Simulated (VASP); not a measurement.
Here is a VASP 6.6.1 calculation.

File POSCAR:

```
Re
1.0
    0.0000000000      1.8713125000      1.9750000000
    2.0786875000      0.0000000000      1.9750000000
    2.0786875000      1.8713125000      0.0000000000
Re
1
Direct
    0.0000000000      0.0000000000      0.0000000000
```

INCAR.step1

```
SYSTEM = Re
PREC = Accurate
ENCUT = 520
ISMEAR = 0
SIGMA = 0.15
LREAL = .False.
LASPH = .True.
NELM = 100
NBANDS = 10
GGA = PE
ALGO = Normal
EDIFF = 1E-4
LWAVE = .True.
LCHARG = .False.
```

The input INCAR.step2:

```
SYSTEM = Re
PREC = Accurate
ENCUT = 520
EDIFF = 1E-6
ISMEAR = 0
SIGMA = 0.15
LREAL = .False.
LASPH = .True.
NELM = 100
ALGO = Normal
ISIF = 2
LWAVE = .False.
LCHARG = .True.
METAGGA = R2SCAN
LMIXTAU = .True.
LELF = .True.
LVHAR = .True.
NBANDS = 10
ISTART = 1
```

The input KPOINTS:

```
Automatic mesh
0
Gamma
  20 20 20
  0 0 0
```

Potentials or basis: VASP PAW PBE potentials, release 64 (Re).

The run is started by

```sh
$ cat potpaw_PBE.64/Re/POTCAR > POTCAR
$ cp INCAR.step1 INCAR
$ mpirun -np 1 vasp_std > vasp.out
$ cp INCAR.step2 INCAR
$ mpirun -np 1 vasp_std > vasp.out
```

**Question.** What does it give for the pressure?

**Answer.** -13.7 GPa.

**Question.** What does it give for the band gap on the k mesh?

**Answer.** Zero (an odd number of electrons rules out a gap without spin polarisation).

Stress tensor (GPa, compression positive):
```
-27.56   0.00   0.00
  0.00  -2.35   0.00
  0.00   0.00 -11.20
```

Caveat: the cell differs from its parent crystal (strain +0.0525 x Voigt [1, -1, 0, 0, 0, 0]); the stress differs along the axes, from -28 to -2 GPa; the PAW data sets were made with another functional, which shifts forces and pressure a little; spin-orbit coupling is left out, which moves the levels of the heavy elements.
